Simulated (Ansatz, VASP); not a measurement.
**Sn3GeTe4: VASP beside Ansatz**

INCAR

```
PREC = Accurate
ENCUT = 520
EDIFF = 1E-6
ISMEAR = 0
SIGMA = 0.2
LREAL = F
LASPH = T
NELM = 80
ALGO = Normal
ISIF = 2
LWAVE = F
LCHARG = T
GGA = PE
LELF = T
LVHAR = T
NBANDS = 50
```

The input KPOINTS:

```
Automatic mesh
0
Gamma
  6 6 2
```

The input POSCAR:

```
Sn3GeTe4
1.0
    4.4718640000      0.0000000000      0.0000000000
    0.0000000000      4.4718640000      0.0000000000
    0.0000000000      0.0000000000     12.6235400000
Sn Ge Te
3 1 4
Direct
    0.0000000000      0.0000000000      0.0000000000
    0.5000000000      0.5000000000      0.2529190000
    0.5000000000      0.5000000000      0.7470810000
    0.0000000000      0.0000000000      0.5000000000
    0.0000000000      0.0000000000      0.2586060000
    0.5000000000      0.5000000000      0.5000000000
    0.0000000000      0.0000000000      0.7413940000
    0.5000000000      0.5000000000      0.0000000000
```

Input for Ansatz:

```yaml
crystal:
  lattice:
    - [4.471864, 0.0, 0.0]
    - [0.0, 4.471864, 0.0]
    - [0.0, 0.0, 12.62354]
  atoms:
    - { symbol: Sn, position: [0.0, 0.0, 0.0] }
    - { symbol: Sn, position: [0.5, 0.5, 0.252919] }
    - { symbol: Sn, position: [0.5, 0.5, 0.747081] }
    - { symbol: Ge, position: [0.0, 0.0, 0.5] }
    - { symbol: Te, position: [0.0, 0.0, 0.258606] }
    - { symbol: Te, position: [0.5, 0.5, 0.5] }
    - { symbol: Te, position: [0.0, 0.0, 0.741394] }
    - { symbol: Te, position: [0.5, 0.5, 0.0] }
basis:
  ecutwfc: 420
kpoints:
  mp_grid: { grid: [6, 6, 2] }
hamiltonian:
  xc: pbe
scf:
  occupations: { method: gaussian, width: 0.2 }
  lower_state_search: "off"
output:
  forces: true
  stress: true
  eigenvalues: true
```

Alike in both runs: task single point; functional PBE; k mesh 6 × 6 × 2; occupations gaussian, width 0.2 eV; no spin polarisation.

|  | VASP | Ansatz |
| --- | --- | --- |
| version | VASP 6.6.1 | Ansatz 0.2.0 |
| potentials or method | VASP PAW PBE potentials, release 64 (Sn_d, Ge_d, Te), cutoff 520 eV | scalar-relativistic, plane waves, PAW |
| valence electrons in the cell | 80 | 120 |

|  | VASP | Ansatz | Ansatz less VASP |
| --- | --- | --- | --- |
| gap on the k mesh at the Fermi level (eV) | none | none | - |
| pressure (GPa) | -0.1 | 0.0 | +0.03 |
| traceless stress, the component that is largest in VASP (GPa) | 0.32 | 0.32 | 0.000 |
| rms of the force components (eV/Å) | 0.008 | 0.008 | -0.0002 |

Atom by atom the forces differ by 0.000 eV/Å (rms over components). A gap of «none» marks a metal or a gap that the smearing closes. VASP's potentials hold 80 valence electrons a cell and Ansatz's 120, so a difference there can come from the potentials and not from the codes.

Spin-orbit coupling is off throughout.
